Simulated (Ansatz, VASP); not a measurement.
**One calculation of Hf, two programs**

Contents of INCAR:

```
PREC     = Accurate       # precision mode
ENCUT    = 520            # plane-wave cutoff, eV
EDIFF    = 1E-6           # SCF threshold, eV
ISMEAR   = -1             # smearing method
SIGMA    = 0.1            # smearing width, eV
LREAL    = False          # projectors in reciprocal space
LASPH    = True           # aspherical terms in the spheres
NELM     = 100            # most SCF steps
ALGO     = Normal         # electronic algorithm
ISIF     = 2              # what is computed and relaxed
LWAVE    = False          # write WAVECAR
LCHARG   = False          # write CHGCAR
GGA      = PE             # functional
NBANDS   = 17             # bands
```

The input KPOINTS:

```
regular mesh
0
Gamma
  12 12 12
```

Contents of POSCAR:

```
Hf
1.0
    0.0000000000      2.4115609420      2.4115609420
    2.4115609420      0.0000000000      2.4115609420
    2.4115609420      2.4115609420      0.0000000000
Hf
2
Direct
   -0.1250000000     -0.1250000000     -0.1250000000
    0.1250000000      0.1250000000      0.1250000000
```

Input for Ansatz:

```yaml
crystal:
  lattice:
    - [0.0, 2.411560942, 2.411560942]
    - [2.411560942, 0.0, 2.411560942]
    - [2.411560942, 2.411560942, 0.0]
  atoms:
    - { symbol: Hf, position: [-0.125, -0.125, -0.125] }
    - { symbol: Hf, position: [0.125, 0.125, 0.125] }
kpoints:
  mp_grid: { grid: [12, 12, 12] }
  band_path:
    path:
      - [0.0, 0.0, 0.0]
      - [0.5, 0.0, 0.5]
      - [0.625, 0.25, 0.625]
      - [0.375, 0.375, 0.75]
      - [0.0, 0.0, 0.0]
      - [0.5, 0.5, 0.5]
      - [0.5, 0.25, 0.75]
      - [0.5, 0.0, 0.5]
    npoints: 8
scf:
  occupations: { method: fermi_dirac, width: 0.1 }
hamiltonian:
  xc: pbe
  pseudopotentials: { kind: all_electron, lapw: { basis_error: 0.001 } }
output:
  forces: true
  stress: true
  eigenvalues: true
  populations: true
  dos: { projected: true, de: 0.2, e_range: [-14, 8] }
```

Change from the starting cell: volume scaled by 0.4, LAPW.

Alike in both runs: task single point; functional PBE; k mesh 12 × 12 × 12; occupations fermi-dirac, width 0.1 eV; no spin polarisation.

|  | VASP | Ansatz |
| --- | --- | --- |
| version | VASP 6.6.1 | Ansatz 0.2.0 |
| potentials or method | VASP PAW PBE potentials, release 64 (Hf_pv), cutoff 520 eV | all-electron LAPW, scalar-relativistic |

|  | VASP | Ansatz | Ansatz less VASP |
| --- | --- | --- | --- |
| pressure (GPa) | 175.6 | 182.8 | +7.16 |

Both programs put the cell under a high pressure, so it lies far from rest at this level. Ansatz ran all-electron here, and VASP with PAW potentials.

Neither program's run includes spin-orbit coupling. Noted on VASP's run: the cell as given lies far from equilibrium.
